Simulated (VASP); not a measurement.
# Ag (C2/m) in VASP: a series of runs, part 2 of 2

VASP 6.6.1.

## Step 3: Single point, PBEsol (the part above a cut slid along it)

The input, INCAR:

```
  PREC = Accurate
  ENCUT = 520
  EDIFF = 1E-6
  ISMEAR = 0
  SIGMA = 0.15
  LREAL = False
  LASPH = True
  NELM = 60
  ALGO = Fast
  ISIF = 2
  LWAVE = False
  LCHARG = False
  GGA = PS
  NBANDS = 42
```

The input, KPOINTS:

```
Automatic mesh
0
Gamma
  18 18 4
```

The input, POSCAR:

```
Ag
1.0
    2.0431000000     -2.0431000000      0.0000000000
    2.0431000000      0.0000000000     -2.0431000000
   11.5774304600      6.4698847700      6.4698847700
Ag
6
Direct
    0.5972388883      0.5972388883      0.0833166667
   -0.7638444450     -0.7638444450      0.9166500000
    0.1250222217      0.1250222217      0.2499833333
    0.1805888883      0.1805888883      0.5833166667
   -0.3471944450     -0.3471944450      0.4166500000
   -0.2916277783     -0.2916277783      0.7499833333
```

Potentials or basis: VASP PAW PBE potentials, release 64 (Ag).

Launch:

```bash
cat potpaw_PBE.64/Ag/POTCAR > POTCAR
mpirun -np 1 vasp_std > vasp.out
```

OUTCAR:

```text
PREC = Accurate
   ENCUT = 520
   EDIFF = 1E-6
   ISMEAR = 0
   LREAL = False
   LASPH = True
   NELM = 60
   ISIF = 2
   GGA = PS

 ion  position               nearest neighbor table
   1  0.597  0.597  0.083-   2 2.77   2 2.77   3 2.89   3 2.89   3 2.89   2 3.44   2 3.44
   2  0.236  0.236  0.917-   1 2.77   1 2.77   6 2.89   6 2.89   6 2.89   1 3.44   1 3.44
   3  0.125  0.125  0.250-   1 2.89   1 2.89   1 2.89   5 2.89   5 2.89   5 2.89
   4  0.181  0.181  0.583-   6 2.89   6 2.89   6 2.89   5 2.89   5 2.89   5 2.89
   5  0.653  0.653  0.417-   3 2.89   3 2.89   4 2.89   4 2.89   3 2.89   4 2.89
   6  0.708  0.708  0.750-   4 2.89   4 2.89   4 2.89   2 2.89   2 2.89   2 2.89

  LATTYP: Found a base centered monoclinic cell.
 ALAT       =     5.0045524935
 B/A-ratio  =     0.5773502692
 C/A-ratio  =     2.8333352943
 COS(beta)  =    -0.0588352534

  Lattice vectors:

 A1 = (   2.0431000000,  -2.0431000000,   0.0000000000)
 A2 = (   2.0431000000,   0.0000000000,  -2.0431000000)
 A3 = (   7.4912304600,   8.5129847700,   8.5129847700)

Analysis of symmetry for initial positions (statically):
=====================================================================
 Subroutine PRICEL returns:
 Original cell was already a primitive cell.

 Routine SETGRP: Setting up the symmetry group for a
 base centered monoclinic supercell.

 Subroutine GETGRP returns: Found  4 space group operations
 (whereof  2 operations were pure point group operations)
 out of a pool of  4 trial point group operations.

The static configuration has the point symmetry C_1h.
 The point group associated with its full space group is C_2h.

Analysis of symmetry for dynamics (positions and initial velocities):
=====================================================================
 Subroutine PRICEL returns:
 Original cell was already a primitive cell.

[... 138 lines left out ...]
  Fermi-wavevector in a.u.,A,eV,Ry     =   1.414402  2.672832 27.218893  2.000532
  Thomas-Fermi vector in A             =   2.535948
   LORBIT       =      0    0 simple, 1 ext, 2 COOP (PROOUT), +10 PAW based schemes
   GGA     = PS    functional components
   LHFCALC =     F    Hartree Fock is set to
   AEXX    =    0.0000 exact exchange contribution
   IVDW    =     0    specifies the selected vdW correction
   LEPSILON=     F    determine dielectric tensor
   LRPA    =     F    only Hartree local field effects (RPA)
 non-spin polarized calculation
 RMM-DIIS sequential band-by-band and
 Gauss-broadening in eV      SIGMA  =   0.15
  energy-cutoff  :      520.00
  volume of cell :      102.34
 maximum number of plane-waves:      2807
 NGX is ok and might be reduce to    24
   NGX = 11   NGY = 11   NGZ = 55

 number of electron      66.0000004 magnetization

 Free energy of the ion-electron system (eV)
  ---------------------------------------------------
  ext. energy  EPLUGINS =         0.00000000
  ---------------------------------------------------
  free energy    TOTEN  =       -19.79233373 eV

  energy without entropy =      -19.77731664  energy(sigma->0) =      -19.78482518

 E-fermi :   8.2199     XC(G=0): -12.4083

 val. band max:        8.2124659505   @ k =  -0.4444   0.0556   0.5000
 cond. band min:       8.2276779386   @ k =  -0.3889   0.1111   0.5000
 fundamental gap:      0.0152119881
 Fermi energy:         8.2198559752

 k-point     1 :       0.0000    0.0000    0.0000
  band No.  band energies     occupation
      1       0.3994      2.00000
      2       1.1968      2.00000
      3       1.2021      2.00000
      4       1.8414      2.00000
      5       1.9390      2.00000
      6       1.9505      2.00000
[... 1069 lines left out ...]
     41      18.3757      0.00000
     42      18.9805      0.00000

 [... further k-points ...]

------------------------ aborting loop because EDIFF is reached ----------------------------------------

  FORCE on cell =-STRESS in cart. coord.  units (eV):
  Direction    XX          YY          ZZ          XY          YZ          ZX
  --------------------------------------------------------------------------------------
  -------------------------------------------------------------------------------------
  Total       -1.8063784     -1.4377264     -1.4377264      0.2583709     -0.1390623      0.2583709
  in kB      -28.2793352    -22.5079906    -22.5079906      4.0448652     -2.1770574      4.0448649
  external PRESSURE =     -24.4317721 kB  Pullay stress =       0.0000000 kB

 VOLUME and BASIS-vectors are now :
 -----------------------------------------------------------------------------
  energy-cutoff  :      520.00
  volume of cell :      102.34
      direct lattice vectors                 reciprocal lattice vectors
     2.043100000 -2.043100000  0.000000000     0.129162384 -0.360289919  0.129162384
     2.043100000  0.000000000 -2.043100000     0.129162384  0.129162384 -0.360289919
    11.577430460  6.469884770  6.469884770     0.040787692  0.040787692  0.040787692

 POSITION                                       TOTAL-FORCE (eV/Angst)
 -----------------------------------------------------------------------------------
      3.40503     -0.68117     -0.68117         0.147594      0.128051      0.128051
     11.57743      5.44813      5.44813        -0.147594     -0.128051     -0.128051
      3.40503      1.36193      1.36193         0.002525      0.012041      0.012041
      7.49123      3.40503      3.40503        -0.000020     -0.000547     -0.000547
      7.49123      1.36193      1.36193         0.000020      0.000547      0.000547
     11.57743      3.40503      3.40503        -0.002525     -0.012041     -0.012041
 -----------------------------------------------------------------------------------
    total drift:                                0.000000     -0.000000     -0.000000

  FREE ENERGIE OF THE ION-ELECTRON SYSTEM (eV)
  ---------------------------------------------------
  free  energy   TOTEN  =       -19.7923337284 eV

  energy  without entropy=      -19.7773166379  energy(sigma->0) =      -19.78482518
```

OSZICAR:

```text
N       E                     dE             d eps       ncg     rms          rms(c)
DAV:   1     0.461714779139E+03    0.46171E+03   -0.34283E+04 29652   0.158E+03
DAV:   2    -0.103190583852E+02   -0.47203E+03   -0.44646E+03 29950   0.363E+02
DAV:   3    -0.218280538133E+02   -0.11509E+02   -0.11382E+02 33988   0.638E+01
DAV:   4    -0.218900717584E+02   -0.62018E-01   -0.61945E-01 32594   0.426E+00
DAV:   5    -0.218905194011E+02   -0.44764E-03   -0.44763E-03 33384   0.393E-01    0.136E+01
RMM:   6    -0.198601990382E+02    0.20303E+01   -0.65416E+00 29672   0.147E+01    0.807E+00
RMM:   7    -0.198129726085E+02    0.47226E-01   -0.25867E-01 30651   0.243E+00    0.456E+00
RMM:   8    -0.197932743067E+02    0.19698E-01   -0.22233E-02 31416   0.950E-01    0.622E-01
RMM:   9    -0.197923260630E+02    0.94824E-03   -0.27983E-03 31777   0.283E-01    0.155E-01
RMM:  10    -0.197923458954E+02   -0.19832E-04   -0.75036E-04 32046   0.141E-01    0.117E-01
RMM:  11    -0.197923343744E+02    0.11521E-04   -0.10494E-04 32116   0.571E-02    0.537E-02
RMM:  12    -0.197923335901E+02    0.78428E-06   -0.26717E-05 32456   0.283E-02    0.125E-02
RMM:  13    -0.197923337284E+02   -0.13829E-06   -0.42886E-06 25135   0.105E-02
   1 F= -.19792334E+02 E0= -.19784825E+02  d E =-.150171E-01
```

Wall time 39 min (1 thread of Oxide Virtual Turin-like, shared host); peak memory 0.99 GiB.

Results:

| Quantity | Value |
| --- | --- |
| Free energy | -19.7923 eV |
| Pressure | -2.4 GPa |
| Largest force | 0.234 eV/Å |
| Band gap on the k mesh | zero (bands 33 and 34 overlap by 6.31 eV) |

Forces on the atoms (eV/Å):
```
Ag   0.148  0.128  0.128
Ag  -0.148 -0.128 -0.128
Ag   0.003  0.012  0.012
Ag   0.000 -0.001 -0.001
Ag   0.000  0.001  0.001
Ag  -0.003 -0.012 -0.012
```

Caveat: the cell differs from its parent crystal (the part above a cut slid along it); the PAW data sets were made with another functional, which shifts forces and pressure a little.

## Step 4: Single point, PBEsol (the part above a cut slid along it)

The input, INCAR:

```
SYSTEM = Ag
PREC = Accurate ; ENCUT = 520
EDIFF = 1E-6 ; ISMEAR = 0
SIGMA = 0.15 ; LREAL = .False.
LASPH = .True. ; NELM = 80
ALGO = Fast ; ISIF = 2
LWAVE = .False. ; LCHARG = .False.
GGA = PS ; NBANDS = 42
```

The input, KPOINTS:

```
regular mesh
0
Gamma
  18 18 4
  0 0 0
```

The input, POSCAR:

```
Ag
1.0
    2.0431000000     -2.0431000000      0.0000000000
    2.0431000000      0.0000000000     -2.0431000000
   11.9182195400      6.2994902300      6.2994902300
Ag
6
Direct
    0.5902902783      0.5902902783      0.0833166667
   -0.8402930550     -0.8402930550      0.9166500000
    0.1041736117      0.1041736117      0.2499833333
    0.1319402783      0.1319402783      0.5833166667
   -0.3819430550     -0.3819430550      0.4166500000
   -0.3541763883     -0.3541763883      0.7499833333
```

Launch:

```bash
cat potpaw_PBE.64/Ag/POTCAR > POTCAR
mpirun -np 1 vasp_std > vasp.out
```

It took 39 min on 1 thread of Oxide Virtual Turin-like, shared host; peak memory 0.99 GiB.

It converged, with:

| Item | Value |
| --- | --- |
| Free energy | -19.8203 eV |
| Pressure | -2.6 GPa |
| Largest force | 0.164 eV/Å |
| Band gap on the k mesh | zero (bands 33 and 34 overlap by 6.30 eV) |

Forces on the atoms (eV/Å):
```
Ag   0.159  0.028  0.028
Ag  -0.159 -0.028 -0.028
Ag  -0.001  0.005  0.005
Ag   0.000  0.000  0.000
Ag   0.000  0.000  0.000
Ag   0.001 -0.005 -0.005
```

Stress tensor (GPa, compression positive):
```
-2.52  0.27  0.27
 0.27 -2.70 -0.39
 0.27 -0.39 -2.70
```

Levels at points of the mesh, in eV from the Fermi level:
| k point | band 30 | band 31 | band 32 | band 33 | band 34 | band 35 | band 36 | band 37 |
| --- | --- | --- | --- | --- | --- | --- | --- | --- |
| (0.00, 0.00, 0.00) | -3.32 | -3.31 | -3.22 | -3.20 | -2.97 | -2.86 | -0.45 | 3.60 |
| (0.50, 0.00, 0.00) | -2.76 | -0.07 | 0.05 | 0.87 | 1.04 | 1.32 | 1.47 | 3.86 |
| (0.50, 0.50, 0.00) | -2.71 | -0.52 | 0.48 | 0.63 | 1.24 | 1.39 | 2.08 | 3.26 |
| (0.00, 0.00, 0.50) | -3.43 | -3.16 | -3.03 | -3.00 | -2.92 | -1.61 | -1.61 | 5.11 |
| (0.50, 0.00, 0.50) | -2.68 | -0.39 | 0.49 | 0.64 | 1.12 | 1.28 | 1.49 | 3.66 |
| (0.50, 0.50, 0.50) | -2.76 | -0.17 | -0.03 | 0.94 | 1.09 | 1.45 | 2.06 | 3.33 |

Caveat: the cell differs from its parent crystal (the part above a cut slid along it); the PAW data sets were made with another functional, which shifts forces and pressure a little.

## Step 5: Overview

| cell | gap on the mesh (eV) | pressure (GPa) | largest force (eV/Å) |
| --- | --- | --- | --- |
| a = 2.889, b = 2.889, c = 14.453 Å, angles 79.9, 79.9, 60.0°, 6 atoms | none | -2.4 | 0.39 |
| a = 2.889, b = 2.889, c = 14.757 Å, angles 75.8, 75.8, 60.0°, 6 atoms | none | -2.4 | 0.23 |
| a = 2.889, b = 2.889, c = 14.880 Å, angles 74.5, 74.5, 60.0°, 6 atoms | none | -2.6 | 0.16 |

Alike in all rows: task single point; level PBEsol; potentials or basis VASP PAW PBE potentials, release 64 (Ag); no spin polarisation; k mesh 18 × 18 × 4; cutoff (eV) 520; smearing gaussian 0.15 eV.

Caveats: the PAW data sets were made with another functional, which shifts forces and pressure a little.

Total energies depend on the potentials used, so only differences within one code and one set of settings carry meaning.
